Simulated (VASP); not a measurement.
**Cs: single point with PBE**

Cs:

```
Cs
1.0
     0.00000    5.77490    5.77490
     5.77490    0.00000    5.77490
     5.77490    5.77490    0.00000
Cs
2
Direct
  0.12500 0.12500 0.12500
  0.87500 0.87500 0.87500
```

This isn't the form of Cs at room conditions, which is bcc.

* Program: VASP 6.6.1
* Task: single point
* Functional: PBE
* Potentials or basis: VASP PAW PBE potentials, release 64 (Cs_sv)
* Cutoff: 500 eV
* k mesh: 6 × 6 × 6
* Occupations: fermi-dirac, width 0.1 eV
* Spin: no spin polarisation

| Quantity | Value |
| --- | --- |
| Pressure | 0.0 GPa |
| Band gap on the k mesh | zero (bands 9 and 10 overlap by 0.06 eV) |

Levels at points of the mesh, in eV from the Fermi level:
```
           k point  band 7  band 8  band 9  band 10  band 11  band 12
(0.00, 0.00, 0.00)  -11.07  -11.07   -1.23     1.37     1.37     1.37
(0.50, 0.00, 0.00)  -11.06  -11.06   -0.52     0.08     1.17     1.17
(0.50, 0.50, 0.00)  -11.05  -11.05    0.02     0.02     0.71     0.71
```

Wall time 110 s on 1 thread of AMD EPYC 7R43 64-Core Processor (Zen 3), with other jobs on the host, peak memory 0.45 GiB.

Caveat: spin-orbit coupling is left out, which moves the levels of the heavy elements.
